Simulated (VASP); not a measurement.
# Pt (Fm-3m) in VASP: further runs

The runs below take Pt through single point, with RPBE.

All numbers are computed with VASP 6.6.1; they aren't measurements. Logs are shortened: lines on timing, memory, paths and dates and some standing lists are left out, and cuts for length are marked.

## 1. The cell of the first run

The structure is cubic, space group Fm-3m (No. 225). The conventional cell has a = 3.994 Å, b = 3.994 Å, c = 3.994 Å, α = 90.00°, β = 90.00°, γ = 90.00°. Pt (site symmetry m-3m) has 12 Pt at 2.82 Å within 3.7 Å.

## 2. Single point, RPBE

Input file INCAR:

```
SYSTEM = Pt
  ALGO = Normal
  EDIFF = 1E-6
  ENCUT = 520
  GGA = RP
  ISIF = 2
  ISMEAR = -1
  LASPH = .True.
  LCHARG = .False.
  LREAL = .False.
  LWAVE = .False.
  NBANDS = 11
  NELM = 80
  PREC = Accurate
  SIGMA = 0.1
```

Input file KPOINTS:

```
k-points
0
Gamma
  22 22 22
  0 0 0
```

Input file POSCAR:

```
Pt
1.0
    0.0000000000      1.9971308717      1.9971308717
    1.9971308717      0.0000000000      1.9971308717
    1.9971308717      1.9971308717      0.0000000000
Pt
1
Direct
    0.0000000000      0.0000000000      0.0000000000
```

Potentials or basis: VASP PAW PBE potentials, release 64 (Pt).

Launch:

```
$ cat potpaw_PBE.64/Pt/POTCAR > POTCAR
$ mpirun -np 1 vasp_std > vasp.out
```

OUTCAR:

```text
SYSTEM = Pt
   EDIFF = 1E-6
   ENCUT = 520
   GGA = RP
   ISIF = 2
   ISMEAR = -1
   LASPH = .True.
   LREAL = .False.
   NELM = 80
   PREC = Accurate

 ion  position               nearest neighbor table
   1  0.000  0.000  0.000-

  LATTYP: Found a face centered cubic cell.
 ALAT       =     3.9942617434

  Lattice vectors:

 A1 = (   0.0000000000,   1.9971308717,   1.9971308717)
 A2 = (   1.9971308717,   0.0000000000,   1.9971308717)
 A3 = (   1.9971308717,   1.9971308717,   0.0000000000)

Analysis of symmetry for initial positions (statically):
=====================================================================
 Subroutine PRICEL returns:
 Original cell was already a primitive cell.

 Routine SETGRP: Setting up the symmetry group for a
 face centered cubic supercell.

 Subroutine GETGRP returns: Found 48 space group operations
 (whereof 48 operations were pure point group operations)
 out of a pool of 48 trial point group operations.

The static configuration has the point symmetry O_h .

Analysis of symmetry for dynamics (positions and initial velocities):
=====================================================================
 Subroutine PRICEL returns:
 Original cell was already a primitive cell.

 Routine SETGRP: Setting up the symmetry group for a
 face centered cubic supercell.

 Subroutine GETGRP returns: Found 48 space group operations
 (whereof 48 operations were pure point group operations)
 out of a pool of 48 trial point group operations.

The dynamic configuration has the point symmetry O_h .

 Subroutine INISYM returns: Found 48 space group operations
 (whereof 48 operations are pure point group operations),
 and found     1 'primitive' translations

----------------------------------------------------------------------------------------

                                     Primitive cell

  volume of cell :      15.9312

  direct lattice vectors                    reciprocal lattice vectors
     0.000000000  1.997130872  1.997130872    -0.250359156  0.250359156  0.250359156
     1.997130872  0.000000000  1.997130872     0.250359156 -0.250359156  0.250359156
     1.997130872  1.997130872  0.000000000     0.250359156  0.250359156 -0.250359156

  length of vectors
     2.824369565  2.824369565  2.824369565     0.433634779  0.433634779  0.433634779

  position of ions in fractional coordinates (direct lattice)
     0.000000000  0.000000000  0.000000000

  ion indices of the primitive-cell ions
   primitive index   ion index
                 1           1

[... 72 lines left out ...]
   LREAL  =      F    real-space projection
   EDIFFG = 0.1E-04   stopping-criterion for IOM
   NSW    =      0    number of steps for IOM
   IBRION =     -1    ionic relax: 0-MD 1-quasi-New 2-CG
   NFREE  =      0    steps in history (QN), initial steepest desc. (CG)
   ISIF   =      2    stress and relaxation
   ISYM   =      2    0-nonsym 1-usesym 2-fastsym
   POTIM  = 0.5000    time-step for ionic-motion
   TEBEG  =    0.0;   TEEND  =   0.0 temperature during run
   PSTRESS=    0.0 pullay stress
   NELECT =      10.0000    total number of electrons
   NUPDOWN=      -1.0000    fix difference up-down
   EMIN   =  10.00;   EMAX   =-10.00  energy-range for DOS
   EFERMI =   0.00;   METHOD = LEGACY
   ISMEAR =    -1;   SIGMA  =   0.10  broadening in eV -4-tet -1-fermi 0-gaus
   EFERMI_NEDOS =   21; number of points for ismear=-14 and -15
   IALGO  =     38    algorithm
   IMIX   =      4    mixing-type and parameters
     AMIX     =   0.40;   BMIX     =  1.00
     AMIX_MAG =   1.60;   BMIX_MAG =  1.00
  volume/ion in A,a.u.               =      15.93       107.51
  Fermi-wavevector in a.u.,A,eV,Ry     =   1.401710  2.648849 26.732620  1.964792
  Thomas-Fermi vector in A             =   2.524545
   LORBIT       =      0    0 simple, 1 ext, 2 COOP (PROOUT), +10 PAW based schemes
   GGA     = RP    functional components
   LHFCALC =     F    Hartree Fock is set to
   AEXX    =    0.0000 exact exchange contribution
   IVDW    =     0    specifies the selected vdW correction
   LEPSILON=     F    determine dielectric tensor
   LRPA    =     F    only Hartree local field effects (RPA)
 non-spin polarized calculation
  energy-cutoff  :      520.00
  volume of cell :       15.93
 maximum number of plane-waves:       444
 NGX is ok and might be reduce to    24
   NGX = 11   NGY = 11   NGZ = 11

 number of electron      10.0000001 magnetization

 Free energy of the ion-electron system (eV)
  ---------------------------------------------------
  ext. energy  EPLUGINS =         0.00000000
  ---------------------------------------------------
  free energy    TOTEN  =        -5.49036355 eV

  energy without entropy =       -5.43285056  energy(sigma->0) =       -5.46160705

 E-fermi :  10.3301     XC(G=0): -13.1022

 val. band max:       10.3292763430   @ k =  -0.4545   0.2273   0.0455
 cond. band min:      10.3391325093   @ k =   0.4545   0.0909   0.0000
 fundamental gap:      0.0098561663
 Fermi energy:        10.3300583449

 k-point     1 :       0.0000    0.0000    0.0000
  band No.  band energies     occupation
      1       0.7458      2.00000
      2       6.8695      2.00000
      3       6.8695      2.00000
      4       6.8695      2.00000
      5       8.8262      2.00000
      6       8.8262      2.00000
      7      25.0804      0.00000
      8      29.7612      0.00000
      9      29.7612      0.00000
     10      29.7612      0.00000
     11      34.8952      0.00000
[... 309 lines left out ...]
 k-point    24 :      -0.4545    0.0455    0.0000
  band No.  band energies     occupation
      1       3.6392      2.00000
      2       6.7767      2.00000
      3       6.8662      2.00000
      4       9.3428      1.99990
      5      10.2610      1.33230
      6      10.9879      0.00278
      7      16.0150      0.00000
      8      24.7798      0.00000
      9      28.6374      0.00000
     10      29.0822      0.00000
     11      37.4761      0.00000

 [... further k-points ...]
[... 5 lines left out ...]
  --------------------------------------------------------------------------------------
  -------------------------------------------------------------------------------------
  Total       -0.0384191     -0.0384191     -0.0384191      0.0000000      0.0000000      0.0000000
  in kB       -3.8637471     -3.8637471     -3.8637471      0.0000000      0.0000000      0.0000000
  external PRESSURE =      -3.8637471 kB  Pullay stress =       0.0000000 kB

 VOLUME and BASIS-vectors are now :
 -----------------------------------------------------------------------------
  energy-cutoff  :      520.00
  volume of cell :       15.93
      direct lattice vectors                 reciprocal lattice vectors
     0.000000000  1.997130872  1.997130872    -0.250359156  0.250359156  0.250359156
     1.997130872  0.000000000  1.997130872     0.250359156 -0.250359156  0.250359156
     1.997130872  1.997130872  0.000000000     0.250359156  0.250359156 -0.250359156

 POSITION                                       TOTAL-FORCE (eV/Angst)
 -----------------------------------------------------------------------------------
      0.00000      0.00000      0.00000         0.000000      0.000000      0.000000
 -----------------------------------------------------------------------------------
    total drift:                               -0.000000     -0.000000     -0.000000

  FREE ENERGIE OF THE ION-ELECTRON SYSTEM (eV)
  ---------------------------------------------------
  free  energy   TOTEN  =        -5.4903635452 eV

  energy  without entropy=       -5.4328505629  energy(sigma->0) =       -5.46160705
```

Wall time 1.7 min (1 thread of AMD EPYC 7R13, shared host); peak memory 0.16 GiB.

What came out:

```yaml
Free_energy: -5.4904 eV
Pressure: -0.4 GPa
Band_gap_on_the_k_mesh: zero (band 5 reaches 10.76 eV, above the bottom of band 6 at 8.73 eV)
```

Caveat: the PAW data sets were made with another functional, which shifts forces and pressure a little; spin-orbit coupling is left out, which moves the levels of the heavy elements.

## 3. Single point, RPBE (volume scaled by 1.04)

Input file INCAR:

```
ALGO = Normal ; EDIFF = 1E-7
ENCUT = 520 ; GGA = RP
ISIF = 2 ; ISMEAR = -1
LASPH = T ; LCHARG = F
LREAL = F ; LWAVE = F
NBANDS = 11 ; NELM = 100
PREC = Accurate ; SIGMA = 0.1
```

Input file KPOINTS:

```
k-points
0
Gamma
  22 22 22
```

Input file POSCAR:

```
Pt
1.0
    0.0000000000      2.0234119233      2.0234119233
    2.0234119233      0.0000000000      2.0234119233
    2.0234119233      2.0234119233      0.0000000000
Pt
1
Direct
    0.0000000000      0.0000000000      0.0000000000
```

Potentials or basis: VASP PAW PBE potentials, release 64 (Pt).

Launch:

```
$ cat potpaw_PBE.64/Pt/POTCAR > POTCAR
$ mpirun -np 1 vasp_std > vasp.out
```

OUTCAR:

```text
EDIFF = 1E-7
   ENCUT = 520
   GGA = RP
   ISIF = 2
   ISMEAR = -1
   LASPH = T
   LREAL = F
   NELM = 100
   PREC = Accurate

 ion  position               nearest neighbor table
   1  0.000  0.000  0.000-

  LATTYP: Found a face centered cubic cell.
 ALAT       =     4.0468238466

  Lattice vectors:

 A1 = (   0.0000000000,   2.0234119233,   2.0234119233)
 A2 = (   2.0234119233,   0.0000000000,   2.0234119233)
 A3 = (   2.0234119233,   2.0234119233,   0.0000000000)

Analysis of symmetry for initial positions (statically):
=====================================================================
 Subroutine PRICEL returns:
 Original cell was already a primitive cell.

 Routine SETGRP: Setting up the symmetry group for a
 face centered cubic supercell.

 Subroutine GETGRP returns: Found 48 space group operations
 (whereof 48 operations were pure point group operations)
 out of a pool of 48 trial point group operations.

The static configuration has the point symmetry O_h .

Analysis of symmetry for dynamics (positions and initial velocities):
=====================================================================
 Subroutine PRICEL returns:
 Original cell was already a primitive cell.

 Routine SETGRP: Setting up the symmetry group for a
 face centered cubic supercell.

 Subroutine GETGRP returns: Found 48 space group operations
 (whereof 48 operations were pure point group operations)
 out of a pool of 48 trial point group operations.

The dynamic configuration has the point symmetry O_h .

 Subroutine INISYM returns: Found 48 space group operations
 (whereof 48 operations are pure point group operations),
 and found     1 'primitive' translations

----------------------------------------------------------------------------------------

                                     Primitive cell

  volume of cell :      16.5685

  direct lattice vectors                    reciprocal lattice vectors
[... 107 lines left out ...]
  Fermi-wavevector in a.u.,A,eV,Ry     =   1.383504  2.614444 26.042698  1.914084
  Thomas-Fermi vector in A             =   2.508096
   LORBIT       =      0    0 simple, 1 ext, 2 COOP (PROOUT), +10 PAW based schemes
   GGA     = RP    functional components
   LHFCALC =     F    Hartree Fock is set to
   AEXX    =    0.0000 exact exchange contribution
   IVDW    =     0    specifies the selected vdW correction
   LEPSILON=     F    determine dielectric tensor
   LRPA    =     F    only Hartree local field effects (RPA)
 non-spin polarized calculation
  energy-cutoff  :      520.00
  volume of cell :       16.57
 maximum number of plane-waves:       461
 NGX is ok and might be reduce to    24
   NGX = 11   NGY = 11   NGZ = 11

 number of electron      10.0000000 magnetization

 number of electron       9.9999999 magnetization

 Free energy of the ion-electron system (eV)
  ---------------------------------------------------
  ext. energy  EPLUGINS =         0.00000000
  ---------------------------------------------------
  free energy    TOTEN  =        -5.47285680 eV

  energy without entropy =       -5.41239226  energy(sigma->0) =       -5.44262453

 E-fermi :   9.6364     XC(G=0): -12.8661

 val. band max:        9.6309419295   @ k =  -0.4545   0.2273   0.0455
 cond. band min:       9.6389463435   @ k =   0.4545   0.0909   0.0000
 fundamental gap:      0.0080044140
 Fermi energy:         9.6364261255

 k-point     1 :       0.0000    0.0000    0.0000
  band No.  band energies     occupation
      1       0.4673      2.00000
      2       6.3919      2.00000
      3       6.3919      2.00000
      4       6.3919      2.00000
      5       8.2239      2.00000
      6       8.2239      2.00000
      7      24.4645      0.00000
      8      28.9286      0.00000
      9      28.9286      0.00000
     10      28.9286      0.00000
     11      33.9256      0.00000
[... 309 lines left out ...]
 k-point    24 :      -0.4545    0.0455    0.0000
  band No.  band energies     occupation
      1       3.3183      2.00000
      2       6.3093      2.00000
      3       6.3928      2.00000
      4       8.7743      1.99964
      5       9.5668      1.33453
      6      10.3150      0.00226
      7      15.0526      0.00000
      8      24.1401      0.00000
      9      27.6464      0.00000
     10      28.0915      0.00000
     11      36.1888      0.00000

 [... further k-points ...]
[... 5 lines left out ...]
  --------------------------------------------------------------------------------------
  -------------------------------------------------------------------------------------
  Total       -0.8624631     -0.8624631     -0.8624631      0.0000000      0.0000000      0.0000000
  in kB      -83.4004084    -83.4004084    -83.4004084      0.0000000      0.0000000      0.0000000
  external PRESSURE =     -83.4004084 kB  Pullay stress =       0.0000000 kB

 VOLUME and BASIS-vectors are now :
 -----------------------------------------------------------------------------
  energy-cutoff  :      520.00
  volume of cell :       16.57
      direct lattice vectors                 reciprocal lattice vectors
     0.000000000  2.023411923  2.023411923    -0.247107371  0.247107371  0.247107371
     2.023411923  0.000000000  2.023411923     0.247107371 -0.247107371  0.247107371
     2.023411923  2.023411923  0.000000000     0.247107371  0.247107371 -0.247107371

 POSITION                                       TOTAL-FORCE (eV/Angst)
 -----------------------------------------------------------------------------------
      0.00000      0.00000      0.00000        -0.000000     -0.000000     -0.000000
 -----------------------------------------------------------------------------------
    total drift:                               -0.000000     -0.000000     -0.000000

  FREE ENERGIE OF THE ION-ELECTRON SYSTEM (eV)
  ---------------------------------------------------
  free  energy   TOTEN  =        -5.4728568038 eV

  energy  without entropy=       -5.4123922580  energy(sigma->0) =       -5.44262453
```

OSZICAR:

```text
N       E                     dE             d eps       ncg     rms          rms(c)
DAV:   1     0.403274919649E+02    0.40327E+02   -0.52678E+03  7368   0.834E+02
DAV:   2    -0.518828939091E+01   -0.45516E+02   -0.43620E+02  8184   0.173E+02
DAV:   3    -0.580318306206E+01   -0.61489E+00   -0.61149E+00  8371   0.193E+01
DAV:   4    -0.580569966181E+01   -0.25166E-02   -0.25164E-02  8239   0.146E+00
DAV:   5    -0.580572173068E+01   -0.22069E-04   -0.22068E-04  8452   0.129E-01    0.964E+00
DAV:   6    -0.549992906970E+01    0.30579E+00   -0.80154E-01  7699   0.693E+00    0.527E+00
DAV:   7    -0.547497757166E+01    0.24951E-01   -0.10420E-01  8230   0.245E+00    0.237E+00
DAV:   8    -0.547299233628E+01    0.19852E-02   -0.37567E-03  7876   0.486E-01    0.456E-01
DAV:   9    -0.547285603204E+01    0.13630E-03   -0.11660E-04  8080   0.887E-02    0.660E-02
DAV:  10    -0.547285714038E+01   -0.11083E-05   -0.60748E-06  8746   0.215E-02    0.721E-03
DAV:  11    -0.547285684242E+01    0.29796E-06   -0.47593E-08  7293   0.199E-03    0.389E-04
DAV:  12    -0.547285680384E+01    0.38581E-07   -0.33256E-09  4175   0.446E-04
   1 F= -.54728568E+01 E0= -.54426245E+01  d E =-.604645E-01
```

stdout:

```text
POSCAR found type information on POSCAR Pt
 POSCAR found :  1 types and       1 ions
 scaLAPACK will be used
 -----------------------------------------------------------------------------
|                                                                             |
|                                                                             |
|     You enforced a specific xc type in the INCAR file but a different       |
|     I HOPE YOU KNOW WHAT YOU ARE DOING!                                     |
|                                                                             |
 -----------------------------------------------------------------------------

 LDA part: xc-table for (Slater+PW92), standard interpolation
 POSCAR, INCAR and KPOINTS ok, starting setup
 FFT: planning ... GRIDC
 FFT: planning ... GRID_SOFT
 FFT: planning ... GRID
 WAVECAR not read
 entering main loop
```

It took 97 s on 1 thread of AMD EPYC 7R13, shared host; peak memory 0.16 GiB.

Results:

```
Free energy            : -5.4729 eV
Pressure               : -8.3 GPa
Band gap on the k mesh : zero (band 5 reaches 10.03 eV, above the bottom of band 6 at 8.14 eV)
```

Caveat: the PAW data sets were made with another functional, which shifts forces and pressure a little; spin-orbit coupling is left out, which moves the levels of the heavy elements.
